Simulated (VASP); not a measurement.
# TaN (P-6m2) in VASP: notebook

Aim: see how the results for TaN move with the level of theory and the settings. Levels: PBEsol+D3(BJ), r2SCAN, BLYP+D3(BJ). Tasks: single point.

Program: VASP 6.6.1. These are calculated values, not measurements. Logs are shortened: lines on timing, memory, paths and dates and some standing lists are left out, and cuts for length are marked.

## (1) The cell of the first run

The structure is hexagonal, space group P-6m2 (No. 187). The conventional cell has a = 2.904 Å, b = 2.904 Å, c = 2.854 Å, α = 90.00°, β = 90.00°, γ = 120.00°. Within 3.0 Å of Ta (site symmetry -6m2) lie 6 N at 2.20 Å and 8 Ta at 2.85 to 2.90 Å. Within 3.0 Å of N (site symmetry -6m2) lie 6 Ta at 2.20 Å and 8 N at 2.85 to 2.90 Å.

## (2) Single point, PBEsol+D3(BJ)

Contents of INCAR:

```
PREC = Accurate ; ENCUT = 700
EDIFF = 1E-6 ; ISMEAR = -1
SIGMA = 0.1 ; LREAL = F
LASPH = T ; NELM = 120
ALGO = Normal ; ISIF = 2
LWAVE = F ; LCHARG = F
GGA = PS ; IVDW = 12
NBANDS = 16 ; GGA_COMPAT = F
```

Contents of KPOINTS:

```
regular mesh
0
Gamma
  13 13 12
```

Contents of POSCAR:

```
TaN
1.0
    2.9040468978      0.0000000000      0.0000000000
   -1.4520234489      2.5149783873      0.0000000000
    0.0000000000      0.0000000000      2.8540522752
Ta N
1 1
Direct
    0.3333333333      0.6666666667      0.5000000000
    0.0000000000      0.0000000000      0.0000000000
```

Potentials or basis: VASP PAW PBE potentials, release 64 (Ta_sv_GW, N).

Launch:

```console
$ cat potpaw_PBE.64/Ta_sv_GW/POTCAR potpaw_PBE.64/N/POTCAR > POTCAR
$ mpirun -np 1 vasp_std > vasp.out
```

OUTCAR:

```text
PREC = Accurate
   ENCUT = 700
   EDIFF = 1E-6
   ISMEAR = -1
   LREAL = F
   LASPH = T
   NELM = 120
   ISIF = 2
   GGA = PS
   IVDW = 12
 IVDW          = 12

 ion  position               nearest neighbor table
   1  0.333  0.667  0.500-   2 2.20   2 2.20   2 2.20   2 2.20   2 2.20   2 2.20
   2  0.000  0.000  0.000-   1 2.20   1 2.20   1 2.20   1 2.20   1 2.20   1 2.20

  LATTYP: Found a hexagonal cell.
 ALAT       =     2.9040468978
 C/A-ratio  =     0.9827844989

  Lattice vectors:

 A1 = (   2.9040468978,   0.0000000000,   0.0000000000)
 A2 = (  -1.4520234489,   2.5149783873,   0.0000000000)
 A3 = (   0.0000000000,   0.0000000000,   2.8540522752)

Analysis of symmetry for initial positions (statically):
=====================================================================
 Subroutine PRICEL returns:
 Original cell was already a primitive cell.

 Routine SETGRP: Setting up the symmetry group for a
 hexagonal supercell.

 Subroutine GETGRP returns: Found 12 space group operations
 (whereof 12 operations were pure point group operations)
 out of a pool of 24 trial point group operations.

The static configuration has the point symmetry D_3h.

Analysis of symmetry for dynamics (positions and initial velocities):
=====================================================================
 Subroutine PRICEL returns:
 Original cell was already a primitive cell.

 Routine SETGRP: Setting up the symmetry group for a
 hexagonal supercell.

 Subroutine GETGRP returns: Found 12 space group operations
 (whereof 12 operations were pure point group operations)
 out of a pool of 24 trial point group operations.

The dynamic configuration has the point symmetry D_3h.

 Subroutine INISYM returns: Found 12 space group operations
 (whereof 12 operations are pure point group operations),
 and found     1 'primitive' translations

----------------------------------------------------------------------------------------

                                     Primitive cell

  volume of cell :      20.8449

  direct lattice vectors                    reciprocal lattice vectors
     2.904046898  0.000000000  0.000000000     0.344347056  0.198808866  0.000000000
    -1.452023449  2.514978387  0.000000000     0.000000000  0.397617731  0.000000000
     0.000000000  0.000000000  2.854052275     0.000000000  0.000000000  0.350379006

  length of vectors
     2.904046898  2.904046898  2.854052275     0.397617731  0.397617731  0.350379006

  position of ions in fractional coordinates (direct lattice)
     0.333333333  0.666666667  0.500000000
     0.000000000  0.000000000  0.000000000

  ion indices of the primitive-cell ions
   primitive index   ion index
                 1           1
                 2           2

----------------------------------------------------------------------------------------

 KPOINTS: regular mesh

Automatic generation of k-mesh.
 Grid dimensions read from file:
 generate k-points for:   13   13   12

 Generating k-lattice:

  Cartesian coordinates                     Fractional coordinates (reciprocal lattice)
     0.026488235  0.015292990  0.000000000     0.076923077  0.000000000  0.000000000
     0.000000000  0.030585979  0.000000000     0.000000000  0.076923077  0.000000000
     0.000000000  0.000000000  0.029198251     0.000000000  0.000000000  0.083333333

  Length of vectors
     0.030585979  0.030585979  0.029198251

  Shift w.r.t. Gamma in fractional coordinates (k-lattice)
     0.000000000  0.000000000  0.000000000

 Subroutine IBZKPT returns following result:
 ===========================================

 Found    147 irreducible k-points:

 Following reciprocal coordinates:
            Coordinates               Weight
  0.000000  0.000000  0.000000      1.000000
  0.076923  0.000000  0.000000      6.000000
  0.153846  0.000000  0.000000      6.000000
  0.230769  0.000000  0.000000      6.000000
  0.307692  0.000000  0.000000      6.000000
  0.384615  0.000000  0.000000      6.000000
[... 16 lines left out ...]
  0.076923  0.000000  0.083333     12.000000
  0.153846  0.000000  0.083333     12.000000
 [... further k-points ...]
   k-points           NKPTS =    147   k-points in BZ     NKDIM =    147   number of bands    NBANDS=     16
   number of dos      NEDOS =    301   number of ions     NIONS =      2
   total plane-waves  NPLWV =  21952
   dimension x,y,z NGX =    28 NGY =   28 NGZ =   28
   dimension x,y,z NGXF=    56 NGYF=   56 NGZF=   56
   ions per type =               1   1
   NGX,Y,Z   is equivalent  to a cutoff of  16.03, 16.03, 16.31 a.u.
   NGXF,Y,Z  is equivalent  to a cutoff of  32.06, 32.06, 32.62 a.u.
 SYSTEM =  unknown system
   PREC   = accura    normal or accurate (medium, high low for compatibility)
   ISTART =      0    job   : 0-new  1-cont  2-samecut
   ICHARG =      2    charge: 1-file 2-atom 10-const
   ISPIN  =      1    spin polarized calculation?
   LNONCOLLINEAR =      F non collinear calculations
   LSORBIT =      F    spin-orbit coupling
   LASPH  =      T    aspherical Exc in radial PAW
   ENCUT  =  700.0 eV  51.45 Ry    7.17 a.u.   6.26  6.26  6.16*2*pi/ulx,y,z
   NELM   =    120;   NELMIN=  2; NELMDL= -5     # of ELM steps
   EDIFF  = 0.1E-05   stopping-criterion for ELM
   LREAL  =      F    real-space projection
   EDIFFG = 0.1E-04   stopping-criterion for IOM
   NSW    =      0    number of steps for IOM
   IBRION =     -1    ionic relax: 0-MD 1-quasi-New 2-CG
   NFREE  =      0    steps in history (QN), initial steepest desc. (CG)
   ISIF   =      2    stress and relaxation
   ISYM   =      2    0-nonsym 1-usesym 2-fastsym
   POTIM  = 0.5000    time-step for ionic-motion
   TEBEG  =    0.0;   TEEND  =   0.0 temperature during run
   PSTRESS=    0.0 pullay stress
   NELECT =      18.0000    total number of electrons
   NUPDOWN=      -1.0000    fix difference up-down
   EMIN   =  10.00;   EMAX   =-10.00  energy-range for DOS
   EFERMI =   0.00;   METHOD = LEGACY
   ISMEAR =    -1;   SIGMA  =   0.10  broadening in eV -4-tet -1-fermi 0-gaus
   EFERMI_NEDOS =   21; number of points for ismear=-14 and -15
   IALGO  =     38    algorithm
   IMIX   =      4    mixing-type and parameters
     AMIX     =   0.40;   BMIX     =  1.00
     AMIX_MAG =   1.60;   BMIX_MAG =  1.00
  volume/ion in A,a.u.               =      10.42        70.33
  Fermi-wavevector in a.u.,A,eV,Ry     =   1.558951  2.945990 33.066613  2.430327
  Thomas-Fermi vector in A             =   2.662380
   LORBIT       =      0    0 simple, 1 ext, 2 COOP (PROOUT), +10 PAW based schemes
   GGA     = PS    functional components
   LHFCALC =     F    Hartree Fock is set to
   AEXX    =    0.0000 exact exchange contribution
   IVDW    =    12    specifies the selected vdW correction
   LEPSILON=     F    determine dielectric tensor
   LRPA    =     F    only Hartree local field effects (RPA)
 non-spin polarized calculation
  energy-cutoff  :      700.00
  volume of cell :       20.84
 maximum number of plane-waves:       890
 NGX is ok and might be reduce to    28
   NGX = 13   NGY = 13   NGZ = 13

 number of electron      17.9999999 magnetization

 Free energy of the ion-electron system (eV)
  ---------------------------------------------------
  ext. energy  EPLUGINS =         0.00000000
  ---------------------------------------------------
  free energy    TOTEN  =       -26.33560662 eV

  energy without entropy =      -26.33250048  energy(sigma->0) =      -26.33405355

 E-fermi :  12.7777     XC(G=0): -14.0627

 val. band max:       12.7253747779   @ k =   0.0000   0.0000   0.4167
 cond. band min:      12.8863966102   @ k =   0.0769   0.0000   0.5000
 fundamental gap:      0.1610218323
 Fermi energy:        12.7776891117

 k-point     1 :       0.0000    0.0000    0.0000
  band No.  band energies     occupation
      1     -55.6148      2.00000
      2     -21.8911      2.00000
      3     -21.6071      2.00000
      4     -21.6071      2.00000
      5      -5.1873      2.00000
      6       8.0801      2.00000
[... 8 lines left out ...]
     15      25.8760      0.00000
     16      29.1843      0.00000

 k-point     2 :       0.0769    0.0000    0.0000
  band No.  band energies     occupation
      1     -55.6097      2.00000
      2     -21.8818      2.00000
      3     -21.6806      2.00000
      4     -21.6226      2.00000
      5      -5.0560      2.00000
      6       7.6945      2.00000
[... 8 lines left out ...]
     15      25.8731      0.00000
     16      29.4355      0.00000

 k-point     3 :       0.1538    0.0000    0.0000
  band No.  band energies     occupation
      1     -55.5956      2.00000
      2     -21.8796      2.00000
      3     -21.8559      2.00000
      4     -21.6653      2.00000
      5      -4.6900      2.00000
      6       6.8765      2.00000
[... 8 lines left out ...]
     15      25.8638      0.00000
     16      30.1439      0.00000

 k-point     4 :       0.2308    0.0000    0.0000
  band No.  band energies     occupation
      1     -55.5755      2.00000
      2     -22.1498      2.00000
      3     -21.8191      2.00000
      4     -21.7248      2.00000
      5      -4.1648      2.00000
      6       5.9771      2.00000
[... 8 lines left out ...]
     15      25.9947      0.00000
     16      30.2035      0.00000
[... 324 lines left out ...]
 k-point    22 :       0.0000    0.0000    0.0833
  band No.  band energies     occupation
      1     -55.6109      2.00000
      2     -21.9668      2.00000
      3     -21.6011      2.00000
      4     -21.6011      2.00000
      5      -5.0317      2.00000
      6       7.8992      2.00000
[... 8 lines left out ...]
     15      26.1849      0.00000
     16      29.2991      0.00000

 k-point    23 :       0.0769    0.0000    0.0833
  band No.  band energies     occupation
      1     -55.6058      2.00000
      2     -21.9572      2.00000
      3     -21.6736      2.00000
      4     -21.6165      2.00000
      5      -4.9067      2.00000
      6       7.7622      2.00000
[... 8 lines left out ...]
     15      26.0371      0.00000
     16      29.5170      0.00000

 k-point    24 :       0.1538    0.0000    0.0833
  band No.  band energies     occupation
      1     -55.5917      2.00000
      2     -21.9343      2.00000
      3     -21.8664      2.00000
      4     -21.6589      2.00000
      5      -4.5595      2.00000
      6       6.9506      2.00000
[... 8 lines left out ...]
     15      25.7770      0.00000
     16      30.0026      0.00000

 [... further k-points ...]

------------------------ aborting loop because EDIFF is reached ----------------------------------------

 Edisp (eV)   -0.95001

 E8    (eV) :    -0.6595

  FORCE on cell =-STRESS in cart. coord.  units (eV):
  Direction    XX          YY          ZZ          XY          YZ          ZX
  --------------------------------------------------------------------------------------
  -------------------------------------------------------------------------------------
  Total      -0.00435    -0.00435     0.01798    -0.00000     0.00000     0.00000
  in kB      -0.33403    -0.33403     1.38170    -0.00000     0.00000     0.00000
  external pressure =        0.24 kB  Pullay stress =        0.00 kB

 VOLUME and BASIS-vectors are now :
 -----------------------------------------------------------------------------
  energy-cutoff  :      700.00
  volume of cell :       20.84
      direct lattice vectors                 reciprocal lattice vectors
     2.904046898  0.000000000  0.000000000     0.344347056  0.198808866  0.000000000
    -1.452023449  2.514978387  0.000000000     0.000000000  0.397617731  0.000000000
     0.000000000  0.000000000  2.854052275     0.000000000  0.000000000  0.350379006

 POSITION                                       TOTAL-FORCE (eV/Angst)
 -----------------------------------------------------------------------------------
     -0.00000      1.67665      1.42703        -0.000000      0.000000      0.000000
      0.00000      0.00000      0.00000         0.000000     -0.000000      0.000000
 -----------------------------------------------------------------------------------
    total drift:                                0.000000     -0.000000     -0.000000

  FREE ENERGIE OF THE ION-ELECTRON SYSTEM (eV)
  ---------------------------------------------------
  free  energy   TOTEN  =       -27.2856143085 eV

  energy  without entropy=      -27.2825081657  energy(sigma->0) =      -27.28406124
```

Run time: 36 s. Hardware: 1 thread of Intel Xeon 6975P-C (Granite Rapids), shared host; peak memory 0.23 GiB.

What came out:

```
Free energy                : -27.2856 eV
Pressure                   : 0.0 GPa
Band gap on the k mesh     : zero (bands 9 and 10 overlap by 0.33 eV)
Dispersion energy per atom : -0.475 eV
```

Caveat: the PAW data sets were made with another functional, which shifts forces and pressure a little; spin-orbit coupling is left out, which moves the levels of the heavy elements.

[end of part 1 of 2]

The gap in the log of VASP goes by the Fermi energy; the results here count the filled bands.